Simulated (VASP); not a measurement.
# SrTiO3 (P4/mmm) in VASP: a series of runs, part 2 of 2

VASP 6.6.1. Earlier steps stand in the parts before.

## 4. Electric field gradients, PBE (zz strain of -1 %)

Input file INCAR:

```
SYSTEM = SrTiO3
PREC     = Accurate       ! precision mode
ENCUT    = 520            ! plane-wave cutoff, eV
EDIFF    = 1E-8           ! SCF threshold, eV
ISMEAR   = -1             ! smearing method
SIGMA    = 0.05           ! smearing width, eV
LREAL    = .False.        ! projectors in reciprocal space
LASPH    = .True.         ! aspherical terms in the spheres
NELM     = 100            ! most SCF steps
ALGO     = Normal         ! electronic algorithm
ISIF     = 2              ! what is computed and relaxed
LWAVE    = .False.        ! write WAVECAR
LCHARG   = .False.        ! write CHGCAR
GGA      = PE             ! functional
LEFG     = .True.       
NBANDS   = 28             ! bands
```

Input file KPOINTS:

```
Automatic mesh
0
Gamma
  7 7 7
  0 0 0
```

Input file POSCAR:

```
SrTiO3
1.0
    3.9050000000      0.0000000000      0.0000000000
    0.0000000000      3.9050000000      0.0000000000
    0.0000000000      0.0000000000      3.8659500000
Sr Ti O
1 1 3
Direct
    0.0000000000      0.0000000000      0.0000000000
    0.5000000000      0.5000000000      0.5000000000
    0.0000000000      0.5000000000      0.5000000000
    0.5000000000      0.0000000000      0.5000000000
    0.5000000000      0.5000000000      0.0000000000
```

Potentials or basis: VASP PAW PBE potentials, release 64 (Sr_sv, Ti_sv, O).

Started as:

```bash
cat potpaw_PBE.64/Sr_sv/POTCAR potpaw_PBE.64/Ti_sv/POTCAR potpaw_PBE.64/O/POTCAR > POTCAR
mpirun -np 1 vasp_std > vasp.out
```

OUTCAR:

```text
SYSTEM = SrTiO3
   PREC = Accurate
   ENCUT = 520
   EDIFF = 1E-8
   ISMEAR = -1
   LREAL = .False.
   LASPH = .True.
   NELM = 100
   ISIF = 2
   GGA = PE

 ion  position               nearest neighbor table
   1  0.000  0.000  0.000-   3 2.75   4 2.75   3 2.75   4 2.75   3 2.75   3 2.75   4 2.75   4 2.75
                             5 2.76   5 2.76   5 2.76   5 2.76   2 3.37   2 3.37   2 3.37   2 3.37
   2  0.500  0.500  0.500-   5 1.93   5 1.93   3 1.95   4 1.95   4 1.95   3 1.95   1 3.37   1 3.37
                             1 3.37   1 3.37   1 3.37   1 3.37   1 3.37   1 3.37
   3  0.000  0.500  0.500-   2 1.95   2 1.95   1 2.75   1 2.75   1 2.75   1 2.75
   4  0.500  0.000  0.500-   2 1.95   2 1.95   1 2.75   1 2.75   1 2.75   1 2.75
   5  0.500  0.500  0.000-   2 1.93   2 1.93   1 2.76   1 2.76   1 2.76   1 2.76

  LATTYP: Found a simple tetragonal cell.
 ALAT       =     3.9050000000
 C/A-ratio  =     0.9900000000

  Lattice vectors:

 A1 = (   3.9050000000,   0.0000000000,   0.0000000000)
 A2 = (   0.0000000000,   3.9050000000,   0.0000000000)
 A3 = (   0.0000000000,   0.0000000000,   3.8659500000)

Analysis of symmetry for initial positions (statically):
=====================================================================
[... 957 lines left out ...]
 -----------------------------------------------------------------------------------
    total drift:                                0.000000      0.000000     -0.000000

  FREE ENERGIE OF THE ION-ELECTRON SYSTEM (eV)
  ---------------------------------------------------
  free  energy   TOTEN  =       -40.0504893525 eV

  energy  without entropy=      -40.0504893519  energy(sigma->0) =      -40.05048935

 Electric field gradients (V/A^2)
---------------------------------------------------------------------
 ion       V_xx      V_yy      V_zz      V_xy      V_xz      V_yz
---------------------------------------------------------------------
   1       0.618     0.618    -1.236    -0.000     0.000     0.000
   2       5.087     5.087   -10.174     0.000     0.000     0.000
   3      11.884    -4.216    -7.668    -0.000    -0.000    -0.000
   4      -4.216    11.884    -7.668    -0.000     0.000     0.000
   5      -3.705    -3.705     7.410     0.000     0.000    -0.000
---------------------------------------------------------------------

 Electric field gradients after diagonalization (V/A^2)
 (convention: |V_zz| > |V_xx| > |V_yy|)
----------------------------------------------------------------------
 ion       V_xx      V_yy      V_zz     asymmetry (V_yy - V_xx)/ V_zz
----------------------------------------------------------------------
   1       0.618     0.618    -1.236       0.000
   2       5.087     5.087   -10.174       0.000
   3      -7.668    -4.216    11.884       0.290
   4      -7.668    -4.216    11.884       0.290
   5      -3.705    -3.705     7.410       0.000
----------------------------------------------------------------------

           NMR quadrupolar parameters

 Cq : quadrupolar parameter    Cq=e*Q*V_zz/h
 eta: asymmetry parameters     (V_yy - V_xx)/ V_zz
 Q  : nuclear electric quadrupole moment in mb (millibarn)
----------------------------------------------------------------------
 ion       Cq(MHz)       eta       Q (mb)
----------------------------------------------------------------------
   1      -0.003       0.000       1.000
   2      -0.025       0.000       1.000
   3       0.029       0.290       1.000
   4       0.029       0.290       1.000
   5       0.018       0.000       1.000
----------------------------------------------------------------------
```

OSZICAR:

```text
N       E                     dE             d eps       ncg     rms          rms(c)
DAV:   1     0.432756988685E+03    0.43276E+03   -0.21350E+04  2240   0.159E+03
DAV:   2    -0.402903898874E+01   -0.43679E+03   -0.41570E+03  2532   0.440E+02
DAV:   3    -0.481837877236E+02   -0.44155E+02   -0.43793E+02  3096   0.135E+02
[... 11 lines left out ...]
DAV:  15    -0.400504891837E+02    0.42829E-05   -0.21656E-05  3124   0.424E-02    0.111E-02
DAV:  16    -0.400504891850E+02   -0.13333E-08   -0.48218E-06  2624   0.234E-02    0.411E-03
DAV:  17    -0.400504892742E+02   -0.89175E-07   -0.37025E-07  2928   0.464E-03    0.230E-03
DAV:  18    -0.400504893429E+02   -0.68739E-07   -0.84244E-08  2940   0.238E-03    0.159E-03
DAV:  19    -0.400504893525E+02   -0.96002E-08   -0.79094E-08  2512   0.418E-03
   1 F= -.40050489E+02 E0= -.40050489E+02  d E =-.605945E-09
```

stdout:

```text
POSCAR found type information on POSCAR SrTiO
 POSCAR found :  3 types and       5 ions
 scaLAPACK will be used
 LDA part: xc-table for (Slater+PW92), standard interpolation
 POSCAR, INCAR and KPOINTS ok, starting setup
 FFT: planning ... GRIDC
 FFT: planning ... GRID_SOFT
 FFT: planning ... GRID
 WAVECAR not read
 entering main loop
ion   1

ion   2

ion   3

ion   4

ion   5
```

Wall time 88 s (1 thread of Intel Xeon 6975P-C, shared host); peak memory 0.22 GiB.

Results:

- Free energy: -40.0505 eV
- Pressure: 7.0 GPa
- Band gap on the k mesh: 1.93 eV, indirect (least direct gap 2.21 eV)

Levels at points of the mesh, in eV from the valence-band top:
```tsv
k point	band 18	band 19	band 20	band 21	band 22	band 23
(0.00, 0.00, 0.00)	-0.29	-0.29	-0.28	1.93	1.95	1.95
```

Electric field gradients, principal values (V/Å²):
```
atom   least  middle  greatest (by size)
1 Sr   0.618   0.618              -1.236
2 Ti   5.087   5.087             -10.174
 3 O  -4.216  -7.668              11.884
 4 O  -4.216  -7.668              11.884
 5 O  -3.705  -3.705               7.410
```

Caveat: the cell differs from its parent crystal (zz strain of -1 %); without QUAD_EFG the Cq values of the log hold for a quadrupole moment of 1 mb, not for the nuclei.
